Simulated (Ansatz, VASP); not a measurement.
## One calculation of BP, two programs

INCAR

```
PREC     = Accurate       # precision mode
ENCUT    = 500            # plane-wave cutoff, eV
EDIFF    = 1E-6           # SCF threshold, eV
ISMEAR   = 0              # smearing method
SIGMA    = 0.02           # smearing width, eV
LREAL    = F              # projectors in reciprocal space
LASPH    = T              # aspherical terms in the spheres
NELM     = 120            # most SCF steps
ALGO     = Normal         # electronic algorithm
ISIF     = 2              # what is computed and relaxed
LWAVE    = F              # write WAVECAR
LCHARG   = T              # write CHGCAR
GGA      = PE             # functional
LELF     = T              # ELF
LVHAR    = T            
NBANDS   = 11             # bands
GGA_COMPAT= F
```

Contents of KPOINTS:

```
regular mesh
0
Gamma
  10 10 10
```

The input POSCAR:

```
BP
1.0
    0.0000000000      2.2740784986      2.2740784986
    2.2740784986      0.0000000000      2.2740784986
    2.2740784986      2.2740784986      0.0000000000
B P
1 1
Direct
    0.0000000000      0.0000000000      0.0000000000
    0.2500000000      0.2500000000      0.2500000000
```

Input for Ansatz:

```yaml
crystal:
  lattice:
    - [0.0, 2.2740784986, 2.2740784986]
    - [2.2740784986, 0.0, 2.2740784986]
    - [2.2740784986, 2.2740784986, 0.0]
  atoms:
    - { symbol: B, position: [0.0, 0.0, 0.0] }
    - { symbol: P, position: [0.25, 0.25, 0.25] }
basis:
  ecutwfc: 420
kpoints:
  mp_grid: { grid: [10, 10, 10] }
  band_path:
    path:
      - [[0.0, 0.0, 0.0], [-0.5, -0.5, 0.0], [-0.375, -0.375, 0.25]]
      - [[-0.375, 0.0, 0.375], [0.0, 0.0, 0.0], [0.0, 0.0, 0.5], [-0.5, -0.25, 0.25], [-0.5, -0.5, 0.0]]
    npoints: 10
hamiltonian:
  xc: pbe
  pseudopotentials: { kind: paw, azcp: { folder: soft_1 } }
scf:
  occupations: { method: gaussian, width: 0.02 }
  n_extra_bands: 7
output:
  forces: true
  stress: true
  eigenvalues: true
```

Alike in both runs: task single point; functional PBE; k mesh 10 × 10 × 10; occupations gaussian, width 0.02 eV; no spin polarisation.

|  | VASP | Ansatz |
| --- | --- | --- |
| version | VASP 6.6.1 | Ansatz 0.2.0 |
| potentials or method | VASP PAW PBE potentials, release 64 (B, P), cutoff 500 eV | scalar-relativistic, plane waves, PAW |
| valence electrons in the cell | 8 | 8 |

Ansatz gave:

* gap on the k mesh at the Fermi level (eV): 1.25
* least direct gap on the mesh (eV): 3.39
* pressure (GPa): 0.0

Which values does VASP return?

gap on the k mesh at the Fermi level (eV): 1.25; least direct gap on the mesh (eV): 3.39; pressure (GPa): -0.2.

The functional is the same, so the differences come from potentials, cutoffs and numerics.
